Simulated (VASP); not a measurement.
# TiO2 (P3_121) in VASP: settings compared, part 2 of 2

VASP 6.6.1.

### 3 Single point, PBE

This run uses another cell than the first one, of 19.73 Å³/atom.

The input, INCAR:

```
  ALGO = Normal
  EDIFF = 1E-7
  ENCUT = 520
  GGA = PE
  ISIF = 2
  ISMEAR = -1
  LASPH = T
  LCHARG = F
  LREAL = F
  LWAVE = F
  NBANDS = 46
  NELM = 80
  PREC = Accurate
  SIGMA = 0.05
```

The input, KPOINTS:

```
k-points
0
Gamma
  5 5 4
```

The input, POSCAR:

```
TiO2
1.0
    5.8055116449      0.0000000000      0.0000000000
   -2.9027558225      5.0277205664      0.0000000000
    0.0000000000      0.0000000000      6.0824678800
Ti O
3 6
Direct
    0.4855633258      0.0000000000      0.3333333333
    0.0000000000      0.4855633258      0.6666666667
    0.5144366742      0.5144366742      0.0000000000
    0.5747542292      0.8132782763      0.1458097914
    0.7614759529      0.1867217237      0.5208568753
    0.2385240471      0.4252457708      0.8124764580
    0.8132782763      0.5747542292      0.8541902086
    0.1867217237      0.7614759529      0.4791431247
    0.4252457708      0.2385240471      0.1875235420
```

Potentials or basis: VASP PAW PBE potentials, release 64 (Ti_sv, O).

Launch:

```sh
> cat potpaw_PBE.64/Ti_sv/POTCAR potpaw_PBE.64/O/POTCAR > POTCAR
> mpirun -np 1 vasp_std > vasp.out
```

OUTCAR:

```text
EDIFF = 1E-7
   ENCUT = 520
   GGA = PE
   ISIF = 2
   ISMEAR = -1
   LASPH = T
   LREAL = F
   NELM = 80
   PREC = Accurate

 ion  position               nearest neighbor table
   1  0.486  0.000  0.333-   4 1.82   5 1.82   9 1.82   8 1.82
   2  0.000  0.486  0.667-   7 1.82   8 1.82   6 1.82   5 1.82
   3  0.514  0.514  0.000-   9 1.82   6 1.82   4 1.82   7 1.82
   4  0.575  0.813  0.146-   1 1.82   3 1.82
   5  0.761  0.187  0.521-   1 1.82   2 1.82
   6  0.239  0.425  0.812-   3 1.82   2 1.82
   7  0.813  0.575  0.854-   2 1.82   3 1.82
   8  0.187  0.761  0.479-   2 1.82   1 1.82
   9  0.425  0.239  0.188-   3 1.82   1 1.82

  LATTYP: Found a hexagonal cell.
 ALAT       =     5.8055116449
 C/A-ratio  =     1.0477057410

  Lattice vectors:

 A1 = (   5.8055116449,   0.0000000000,   0.0000000000)
 A2 = (  -2.9027558225,   5.0277205664,   0.0000000000)
 A3 = (   0.0000000000,   0.0000000000,   6.0824678800)

[... 185 lines left out ...]
 cond. band min:       1.9437324117   @ k =   0.0000   0.0000   0.0000
 fundamental gap:      3.3582454112
 Fermi energy:        -0.3236783419

 k-point     1 :       0.0000    0.0000    0.0000
  band No.  band energies     occupation
      1     -56.8338      2.00000
      2     -56.8245      2.00000
      3     -56.8245      2.00000
      4     -33.2571      2.00000
      5     -33.2333      2.00000
      6     -33.2333      2.00000
[... 822 lines left out ...]
     45       4.2002      0.00000
     46       4.5345      0.00000

------------------------ aborting loop because EDIFF is reached ----------------------------------------

  FORCE on cell =-STRESS in cart. coord.  units (eV):
  Direction    XX          YY          ZZ          XY          YZ          ZX
  --------------------------------------------------------------------------------------
  -------------------------------------------------------------------------------------
  Total        0.2105257      0.2105257      1.6963624     -0.0000000      0.0000000     -0.0000000
  in kB        1.8998711      1.8998711     15.3086811     -0.0000000      0.0000000     -0.0000000
  external PRESSURE =       6.3694745 kB  Pullay stress =       0.0000000 kB

 VOLUME and BASIS-vectors are now :
 -----------------------------------------------------------------------------
  energy-cutoff  :      520.00
  volume of cell :      177.54
      direct lattice vectors                 reciprocal lattice vectors
     5.805511645  0.000000000  0.000000000     0.172250107  0.099448645  0.000000000
    -2.902755823  5.027720566  0.000000000     0.000000000  0.198897291  0.000000000
     0.000000000  0.000000000  6.082467880     0.000000000  0.000000000  0.164406951

 POSITION                                       TOTAL-FORCE (eV/Angst)
 -----------------------------------------------------------------------------------
      2.81894      0.00000      2.02749        -0.005661     -0.000000     -0.000000
     -1.40947      2.44128      4.05498         0.002830     -0.004903     -0.000000
      1.49328      2.58644      0.00000         0.002830      0.004903     -0.000000
      0.97599      4.08894      0.88688         0.020878      0.018052     -0.009742
      3.87875      0.93878      3.16810         0.020878     -0.018052      0.009742
      0.15037      2.13802      4.94186         0.005194     -0.027107     -0.009742
      3.05313      2.88970      5.19558         0.005194      0.027107      0.009742
     -1.12636      3.82849      2.91437        -0.026073      0.009055     -0.009742
      1.77639      1.19923      1.14061        -0.026073     -0.009055      0.009742
 -----------------------------------------------------------------------------------
    total drift:                                0.000001      0.000001      0.000000

  FREE ENERGIE OF THE ION-ELECTRON SYSTEM (eV)
  ---------------------------------------------------
  free  energy   TOTEN  =       -80.4341954640 eV

  energy  without entropy=      -80.4341954639  energy(sigma->0) =      -80.43419546
```

OSZICAR:

```text
N       E                     dE             d eps       ncg     rms          rms(c)
DAV:   1     0.102046554483E+04    0.10205E+04   -0.36418E+04  1652   0.163E+03
DAV:   2     0.595585071827E+02   -0.96091E+03   -0.92714E+03  1928   0.499E+02
DAV:   3    -0.917533842625E+02   -0.15131E+03   -0.15045E+03  2062   0.198E+02
DAV:   4    -0.104602122608E+03   -0.12849E+02   -0.12833E+02  2696   0.548E+01
DAV:   5    -0.105363881693E+03   -0.76176E+00   -0.76161E+00  2264   0.952E+00    0.429E+01
DAV:   6    -0.811423937985E+02    0.24221E+02   -0.18702E+02  2408   0.994E+01    0.178E+01
DAV:   7    -0.806806417376E+02    0.46175E+00   -0.44561E+01  2252   0.402E+01    0.121E+01
DAV:   8    -0.804476930651E+02    0.23295E+00   -0.46164E+00  2056   0.174E+01    0.339E+00
DAV:   9    -0.804283747738E+02    0.19318E-01   -0.73862E-01  2432   0.566E+00    0.137E+00
DAV:  10    -0.804343515406E+02   -0.59768E-02   -0.13545E-01  2140   0.299E+00    0.596E-01
DAV:  11    -0.804337519692E+02    0.59957E-03   -0.15393E-02  1992   0.101E+00    0.143E-01
DAV:  12    -0.804342476569E+02   -0.49569E-03   -0.19643E-03  2198   0.283E-01    0.114E-01
DAV:  13    -0.804341857501E+02    0.61907E-04   -0.55602E-04  2144   0.172E-01    0.101E-02
DAV:  14    -0.804341939641E+02   -0.82139E-05   -0.19696E-05  2370   0.256E-02    0.476E-03
DAV:  15    -0.804341954913E+02   -0.15272E-05   -0.21384E-06  2048   0.108E-02    0.168E-03
DAV:  16    -0.804341954640E+02    0.27276E-07   -0.56944E-07  1826   0.614E-03
   1 F= -.80434195E+02 E0= -.80434195E+02  d E =-.105321E-09
```

stdout:

```text
POSCAR found type information on POSCAR TiO
 POSCAR found :  2 types and       9 ions
 scaLAPACK will be used
 LDA part: xc-table for (Slater+PW92), standard interpolation
 POSCAR, INCAR and KPOINTS ok, starting setup
 FFT: planning ... GRIDC
 FFT: planning ... GRID_SOFT
 FFT: planning ... GRID
 WAVECAR not read
 entering main loop
```

Run time: 2.5 min. Hardware: 1 thread of Intel Xeon Platinum 8488C (Sapphire Rapids), shared host; peak memory 0.37 GiB.

What came out:

* Free energy: -80.4342 eV
* Pressure: 0.6 GPa
* Largest force: 0.029 eV/Å
* Band gap on the k mesh: 3.36 eV (least direct gap 3.45 eV)

Forces on the atoms (eV/Å):
```
Ti  -0.006  0.000  0.000
Ti   0.003 -0.005  0.000
Ti   0.003  0.005  0.000
O    0.021  0.018 -0.010
O    0.021 -0.018  0.010
O    0.005 -0.027 -0.010
O    0.005  0.027  0.010
O   -0.026  0.009 -0.010
O   -0.026 -0.009  0.010
```

Levels at points of the mesh, in eV from the valence-band top:
```tsv
k point	band 33	band 34	band 35	band 36	band 37	band 38	band 39	band 40
(0.00, 0.00, 0.00)	-0.85	-0.34	-0.34	-0.28	3.36	4.05	4.05	4.51
(0.00, 0.00, 0.50)	-0.56	-0.03	-0.03	0.00	3.45	3.79	3.79	4.25
```

### 4 Single point, r2SCAN

The input, POSCAR:

```
TiO2
1.0
    5.5822227355      0.0000000000      0.0000000000
   -2.7911113678      4.8343466985      0.0000000000
    0.0000000000      0.0000000000      6.0824678800
Ti O
3 6
Direct
    0.4669367500      0.0000000000      0.3333333333
    0.0000000000      0.4669367500      0.6666666667
    0.5330632500      0.5330632500      0.0000000000
    0.5810657200      0.8514331800      0.1206639333
    0.7296325400      0.1485668200      0.5460027333
    0.2703674600      0.4189342800      0.7873306000
    0.8514331800      0.5810657200      0.8793360667
    0.1485668200      0.7296325400      0.4539972667
    0.4189342800      0.2703674600      0.2126694000
```

The input, INCAR.step1:

```
SYSTEM = TiO2
ALGO = Normal
EDIFF = 1E-4
ENCUT = 520
GGA = PE
ISMEAR = -1
LASPH = .True.
LCHARG = .False.
LREAL = .False.
LWAVE = .True.
NBANDS = 46
NELM = 80
PREC = Accurate
SIGMA = 0.05
```

The input, INCAR.step2:

```
SYSTEM = TiO2
ALGO = Normal
EDIFF = 1E-6
ENCUT = 520
ISIF = 2
ISMEAR = -1
ISTART = 1
LASPH = .True.
LCHARG = .True.
LELF = .True.
LMIXTAU = .True.
LREAL = .False.
LVHAR = .True.
LWAVE = .False.
METAGGA = R2SCAN
NBANDS = 46
NELM = 80
PREC = Accurate
SIGMA = 0.05
```

The input, KPOINTS:

```
k-points
0
Gamma
  6 6 5
  0 0 0
```

Potentials or basis: VASP PAW PBE potentials, release 64 (Ti_sv, O).

Launch:

```sh
> cat potpaw_PBE.64/Ti_sv/POTCAR potpaw_PBE.64/O/POTCAR > POTCAR
> cp INCAR.step1 INCAR
> mpirun -np 1 vasp_std > vasp.out
> cp INCAR.step2 INCAR
> mpirun -np 1 vasp_std > vasp.out
```

OUTCAR:

```text
SYSTEM = TiO2
   EDIFF = 1E-6
   ENCUT = 520
   ISIF = 2
   ISMEAR = -1
   ISTART = 1
   LASPH = .True.
   LREAL = .False.
   METAGGA = R2SCAN
   NELM = 80
   PREC = Accurate

 ion  position               nearest neighbor table
   1  0.467  0.000  0.333-   9 1.81   8 1.81   5 1.82   4 1.82
   2  0.000  0.467  0.667-   6 1.81   5 1.81   8 1.82   7 1.82
   3  0.533  0.533  0.000-   7 1.81   4 1.81   6 1.82   9 1.82
   4  0.581  0.851  0.121-   3 1.81   1 1.82
   5  0.730  0.149  0.546-   2 1.81   1 1.82
   6  0.270  0.419  0.787-   2 1.81   3 1.82
   7  0.851  0.581  0.879-   3 1.81   2 1.82
   8  0.149  0.730  0.454-   1 1.81   2 1.82
   9  0.419  0.270  0.213-   1 1.81   3 1.82

  LATTYP: Found a hexagonal cell.
 ALAT       =     5.5822227355
 C/A-ratio  =     1.0896139707

  Lattice vectors:

 A1 = (   5.5822227355,   0.0000000000,   0.0000000000)
 A2 = (  -2.7911113678,   4.8343466985,   0.0000000000)
 A3 = (   0.0000000000,   0.0000000000,   6.0824678800)

Analysis of symmetry for initial positions (statically):
=====================================================================
 Subroutine PRICEL returns:
 Original cell was already a primitive cell.

 Routine SETGRP: Setting up the symmetry group for a
 hexagonal supercell.

 Subroutine GETGRP returns: Found  6 space group operations
 (whereof  2 operations were pure point group operations)
 out of a pool of 24 trial point group operations.

The static configuration has the point symmetry C_2 .
 The point group associated with its full space group is D_3 .

Analysis of symmetry for dynamics (positions and initial velocities):
=====================================================================
 Subroutine PRICEL returns:
 Original cell was already a primitive cell.

 Routine SETGRP: Setting up the symmetry group for a
 hexagonal supercell.

 Subroutine GETGRP returns: Found  6 space group operations
 (whereof  2 operations were pure point group operations)
 out of a pool of 24 trial point group operations.

The dynamic configuration has the point symmetry C_2 .
 The point group associated with its full space group is D_3 .

 Subroutine INISYM returns: Found  6 space group operations
 (whereof  2 operations are pure point group operations),
 and found     1 'primitive' translations

----------------------------------------------------------------------------------------

                                     Primitive cell

  volume of cell :     164.1439

  direct lattice vectors                    reciprocal lattice vectors
     5.582222736  0.000000000  0.000000000     0.179140111  0.103426591  0.000000000
    -2.791111368  4.834346699  0.000000000     0.000000000  0.206853183  0.000000000
     0.000000000  0.000000000  6.082467880     0.000000000  0.000000000  0.164406951

  length of vectors
     5.582222736  5.582222736  6.082467880     0.206853183  0.206853183  0.164406951

  position of ions in fractional coordinates (direct lattice)
     0.466936750  0.000000000  0.333333333
     0.000000000  0.466936750  0.666666667
     0.533063250  0.533063250  0.000000000
     0.581065720  0.851433180  0.120663933
     0.729632540  0.148566820  0.546002733
     0.270367460  0.418934280  0.787330600
[... 48 lines left out ...]
  0.166667  0.166667  0.000000      6.000000
  0.333333  0.166667  0.000000     12.000000
[... 16 lines left out ...]
  0.500000  0.000000  0.400000      6.000000
  0.166667  0.166667  0.400000     12.000000
 [... further k-points ...]
   k-points           NKPTS =     27   k-points in BZ     NKDIM =     27   number of bands    NBANDS=     46
   number of dos      NEDOS =    301   number of ions     NIONS =      9
   total plane-waves  NPLWV =  84672
   dimension x,y,z NGX =    42 NGY =   42 NGZ =   48
   dimension x,y,z NGXF=    84 NGYF=   84 NGZF=   96
   ions per type =               3   6
   NGX,Y,Z   is equivalent  to a cutoff of  12.51, 12.51, 13.12 a.u.
   NGXF,Y,Z  is equivalent  to a cutoff of  25.02, 25.02, 26.24 a.u.
 SYSTEM =  TiO2
   PREC   = accura    normal or accurate (medium, high low for compatibility)
   ISTART =      1    job   : 0-new  1-cont  2-samecut
   ICHARG =      0    charge: 1-file 2-atom 10-const
   ISPIN  =      1    spin polarized calculation?
   LNONCOLLINEAR =      F non collinear calculations
   LSORBIT =      F    spin-orbit coupling
   LASPH  =      T    aspherical Exc in radial PAW
   ENCUT  =  520.0 eV  38.22 Ry    6.18 a.u.  10.38 10.38 11.31*2*pi/ulx,y,z
   NELM   =     80;   NELMIN=  2; NELMDL=  0     # of ELM steps
   EDIFF  = 0.1E-05   stopping-criterion for ELM
   LREAL  =      F    real-space projection
   EDIFFG = 0.1E-04   stopping-criterion for IOM
   NSW    =      0    number of steps for IOM
   IBRION =     -1    ionic relax: 0-MD 1-quasi-New 2-CG
   NFREE  =      0    steps in history (QN), initial steepest desc. (CG)
   ISIF   =      2    stress and relaxation
   ISYM   =      2    0-nonsym 1-usesym 2-fastsym
   POTIM  = 0.5000    time-step for ionic-motion
   TEBEG  =    0.0;   TEEND  =   0.0 temperature during run
   PSTRESS=    0.0 pullay stress
   NELECT =      72.0000    total number of electrons
   NUPDOWN=      -1.0000    fix difference up-down
   EMIN   =  10.00;   EMAX   =-10.00  energy-range for DOS
   EFERMI =   0.00;   METHOD = LEGACY
   ISMEAR =    -1;   SIGMA  =   0.05  broadening in eV -4-tet -1-fermi 0-gaus
   EFERMI_NEDOS =   21; number of points for ismear=-14 and -15
   IALGO  =     38    algorithm
   IMIX   =      4    mixing-type and parameters
     AMIX     =   0.40;   BMIX     =  1.00
     AMIX_MAG =   1.60;   BMIX_MAG =  1.00
  volume/ion in A,a.u.               =      18.24       123.08
  Fermi-wavevector in a.u.,A,eV,Ry     =   1.243877  2.350587 21.051339  1.547230
  Thomas-Fermi vector in A             =   2.378168
   LORBIT       =      0    0 simple, 1 ext, 2 COOP (PROOUT), +10 PAW based schemes
   METAGGA = R2SCAN    functional components
   LHFCALC =     F    Hartree Fock is set to
   AEXX    =    0.0000 exact exchange contribution
   IVDW    =     0    specifies the selected vdW correction
   LEPSILON=     F    determine dielectric tensor
   LRPA    =     F    only Hartree local field effects (RPA)
 non-spin polarized calculation
  energy-cutoff  :      520.00
  volume of cell :      164.14
 maximum number of plane-waves:      4457
 NGX is ok and might be reduce to    42
   NGX = 21   NGY = 21   NGZ = 23

 number of electron      72.0000000 magnetization

 Free energy of the ion-electron system (eV)
  ---------------------------------------------------
  ext. energy  EPLUGINS =         0.00000000
  ---------------------------------------------------
  free energy    TOTEN  =      -103.44426926 eV

  energy without entropy =     -103.44426926  energy(sigma->0) =     -103.44426926

 E-fermi :  -0.3036     XC(G=0):  -8.5384

 val. band max:       -1.4363930783   @ k =   0.1667   0.0000   0.4000
 cond. band min:       2.6400585153   @ k =   0.0000   0.0000   0.4000
 fundamental gap:      4.0764515936
 Fermi energy:        -0.3036270483

 k-point     1 :       0.0000    0.0000    0.0000
  band No.  band energies     occupation
      1     -58.8580      2.00000
      2     -58.8445      2.00000
      3     -58.8445      2.00000
      4     -34.2549      2.00000
      5     -34.2217      2.00000
      6     -34.2217      2.00000
[... 1165 lines left out ...]
     45       4.8024      0.00000
     46       5.4372      0.00000

 [... further k-points ...]

------------------------ aborting loop because EDIFF is reached ----------------------------------------

  FORCE on cell =-STRESS in cart. coord.  units (eV):
  Direction    XX          YY          ZZ          XY          YZ          ZX
  --------------------------------------------------------------------------------------
  -------------------------------------------------------------------------------------
  Total       -0.2943195     -0.2943195     -0.2698738      0.0000000     -0.0000000      0.0000000
  in kB       -2.8727962     -2.8727962     -2.6341861      0.0000000     -0.0000000      0.0000000
  external PRESSURE =      -2.7932595 kB  Pullay stress =       0.0000000 kB

 VOLUME and BASIS-vectors are now :
 -----------------------------------------------------------------------------
  energy-cutoff  :      520.00
  volume of cell :      164.14
      direct lattice vectors                 reciprocal lattice vectors
     5.582222736  0.000000000  0.000000000     0.179140111  0.103426591  0.000000000
    -2.791111368  4.834346699  0.000000000     0.000000000  0.206853183  0.000000000
     0.000000000  0.000000000  6.082467880     0.000000000  0.000000000  0.164406951

 POSITION                                       TOTAL-FORCE (eV/Angst)
 -----------------------------------------------------------------------------------
      2.60654      0.00000      2.02749        -0.002589      0.000000      0.000000
     -1.30327      2.25733      4.05498         0.001295     -0.002242      0.000000
      1.48784      2.57701      0.00000         0.001295      0.002242      0.000000
      0.86719      4.11612      0.73393        -0.013265     -0.011749      0.005700
      3.65830      0.71822      3.32104        -0.013265      0.011749     -0.005700
      0.33996      2.02527      4.78891        -0.003542      0.017362      0.005700
      3.13107      2.80907      5.34853        -0.003542     -0.017362     -0.005700
     -1.20715      3.52730      2.76142         0.016807     -0.005614      0.005700
      1.58396      1.30705      1.29355         0.016807      0.005614     -0.005700
 -----------------------------------------------------------------------------------
    total drift:                                0.000001      0.000001     -0.000000

  FREE ENERGIE OF THE ION-ELECTRON SYSTEM (eV)
  ---------------------------------------------------
  free  energy   TOTEN  =      -103.4442692625 eV

  energy  without entropy=     -103.4442692624  energy(sigma->0) =     -103.44426926
```

Wall time 11 min (1 thread of Intel Xeon Platinum 8488C (Sapphire Rapids), shared host); peak memory 0.4 GiB.

Results:

| Quantity | Value |
| --- | --- |
| Free energy | -103.4443 eV |
| Pressure | -0.3 GPa |
| Largest force | 0.019 eV/Å |
| Band gap on the k mesh | 4.08 eV (least direct gap 4.09 eV) |

Forces in eV/Å, atoms in the order of the input:
```
Ti  -0.003  0.000  0.000
Ti   0.001 -0.002  0.000
Ti   0.001  0.002  0.000
O   -0.013 -0.012  0.006
O   -0.013  0.012 -0.006
O   -0.004  0.017  0.006
O   -0.004 -0.017 -0.006
O    0.017 -0.006  0.006
O    0.017  0.006 -0.006
```

Caveat: the PAW data sets were made with another functional, which shifts forces and pressure a little. A k mesh can miss the band edges.
